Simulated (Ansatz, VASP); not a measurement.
# TePb in VASP and in Ansatz

```
Pb Te
1.0
     0.00000    3.64149    3.64149
     3.64149    0.00000    3.64149
     3.64149    3.64149    0.00000
Pb Te
1 1
Direct
  0.00000 0.00000 0.00000
  0.25000 0.25000 0.25000
```

Alike in both runs: task single point; functional PBE; k mesh 4 × 4 × 4; occupations fermi-dirac, width 0.05 eV; no spin polarisation.

|  | VASP | Ansatz |
| --- | --- | --- |
| version | VASP 6.6.1 | Ansatz 0.2.0 |
| potentials or method | VASP PAW PBE potentials, release 64 (Pb_d, Te) | plane waves |
| plane-wave cutoff (eV) | 500 | 420 |
| valence electrons in the cell | 20 | 30 |

|  | VASP | Ansatz | Ansatz less VASP |
| --- | --- | --- | --- |
| pressure (GPa) | 0.5 | 0.5 | +0.03 |

With one functional, cell and mesh, what is left measures potentials, basis and numerics. VASP's potentials hold 20 valence electrons a cell and Ansatz's 30, so a difference there can come from the potentials and not from the codes.

Neither program's run includes spin-orbit coupling.
